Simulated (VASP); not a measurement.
Runs of VASP 6.6.1 on Cu. The structure is that of space group I4/mmm (No. 139), or close to it. The cells are those of the table. 

```tsv
task	level	potentials or basis	cell	k mesh	smearing	grid for exact exchange (PRECFOCK)	share of exact exchange	screening parameter	gap on the mesh (eV)	pressure (GPa)
single point	PBE-based screened hybrid with 25 % exact exchange	VASP PAW PBE potentials, release 64 (Cu)	a = 2.513 Å, angles 106.0, 106.0, 116.7°, 1 atom	7 × 7 × 7	fermi-dirac 0.05 eV	Normal	0.25	0.3 1/Å	none	(a)
single point	B3LYP	VASP PAW PBE potentials, release 64 (Cu)	a = 2.554 Å, angles 105.8, 105.8, 117.1°, 1 atom	7 × 7 × 7	fermi-dirac 0.05 eV	Normal	0.2	-	none	0.4
single point	HSE06	VASP PAW PBE potentials, release 64 (Cu)	a = 2.512 Å, angles 106.0, 106.0, 116.7°, 1 atom	7 × 7 × 7	fermi-dirac 0.05 eV	Normal	0.25	0.2079 1/Å	none	0.0
relaxation of the atoms	LDA	VASP PAW LDA potentials, release 64 (Cu)	atoms relaxed from a = 2.433, b = 2.458, c = 2.468 Å, angles 113.5, 106.9, 107.1°, 1 atom	13 × 13 × 13	methfessel-paxton 0.2 eV	-	-	-	none	-6.7
```

Alike in all rows: no spin polarisation; cutoff (eV) 520.

Estimate the missing entries.

(a) 0.1.

Caveats: some runs use coarse meshes; the PAW data sets were made with another functional, which shifts forces and pressure a little (at least some runs).

A gap of «none» marks levels without a gap at the run's occupations.
